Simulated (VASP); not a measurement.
## Ti: relaxation of cell and atoms with HSE06

Crystal: Ti.

```xyz
1
Lattice="-1.6410 1.6410 1.6410 1.6410 -1.6410 1.6410 1.6410 1.6410 -1.6410" Properties=species:S:1:pos:R:3 pbc="T T T"
Ti    0.0000    0.0000    0.0000
```

This isn't the form of Ti at room conditions, which is hcp.

```json
{"Program": "VASP 6.6.1", "Task": "relaxation of cell and atoms", "Functional": "HSE06", "Potentials or basis": "VASP PAW PBE potentials, release 64 (Ti_sv)", "Cutoff": "600 eV", "k mesh": "6 × 6 × 6", "Occupations": "fermi-dirac, width 0.05 eV", "Spin": "no spin polarisation", "Dipole correction": "no", "Grid for exact exchange (PRECFOCK)": "Normal", "Further INCAR settings": "ALGO = Normal; EDIFF = 1e-07; IBRION = 2; EDIFFG = -0.01; NSW = 60; ISIF = 3", "Share of exact exchange": "0.25", "Screening parameter": "0.2079 1/Å"}
```

```json
{
  "Relaxed volume": "17.29 Å³/atom",
  "Relaxed cell": "a = 2.822 Å, b = 2.822 Å, c = 2.822 Å, α = 109.47°, β = 109.47°, γ = 109.47°",
  "Space group after relaxing (to 0.1 Å)": "Im-3m (No. 229)",
  "Energy gained by relaxing": "3.3 meV/atom",
  "Ionic steps": "3",
  "Pressure after relaxing": "0.1 GPa",
  "Band gap on the k mesh": "zero (bands 6 and 7 overlap by 2.51 eV)"
}
```

Step by step:
| step | energy change (eV) | largest force (eV/Å) | pressure (GPa) | volume (Å³) |
| --- | --- | --- | --- | --- |
| 1 | 0.0000 | 0.0000 | -2.66 | 17.68 |
| 2 | -0.0004 | 0.0000 | 2.61 | 16.94 |
| 3 | -0.0033 | 0.0000 | 0.07 | 17.29 |

Final structure:
```cif
data_structure
_symmetry_space_group_name_H-M 'P 1'
_symmetry_Int_Tables_number 1
_cell_length_a 2.8215
_cell_length_b 2.8215
_cell_length_c 2.8215
_cell_angle_alpha 109.471
_cell_angle_beta 109.471
_cell_angle_gamma 109.471
_cell_volume 17.29
loop_
_atom_site_label
_atom_site_type_symbol
_atom_site_fract_x
_atom_site_fract_y
_atom_site_fract_z
_atom_site_occupancy
Ti1 Ti 0.00000 0.00000 0.00000 1
```

Levels at points of the mesh, in eV from the Fermi level:
| k point | band 3 | band 4 | band 5 | band 6 | band 7 | band 8 | band 9 | band 10 |
| --- | --- | --- | --- | --- | --- | --- | --- | --- |
| (0.00, 0.00, 0.00) | -35.77 | -35.77 | -7.24 | 1.62 | 1.62 | 1.62 | 3.42 | 3.42 |
| (0.50, 0.00, 0.00) | -35.99 | -35.78 | -3.04 | -0.27 | 0.81 | 3.40 | 3.69 | 5.11 |
| (0.50, 0.50, 0.50) | -36.25 | -36.25 | -2.76 | -2.76 | 4.76 | 4.76 | 4.76 | 8.96 |

It took 63 min on 1 thread of Intel(R) Xeon(R) Platinum 8259CL CPU @ 2.50GHz (Skylake/Cascade Lake), with other jobs on the host, peak memory 0.25 GiB.

Caveat: the k points lie up to 0.45 Å⁻¹ apart in the final cell, too coarse for converged energies and pressures of a metal; the PAW data sets were made with another functional, which shifts forces and pressure a little.
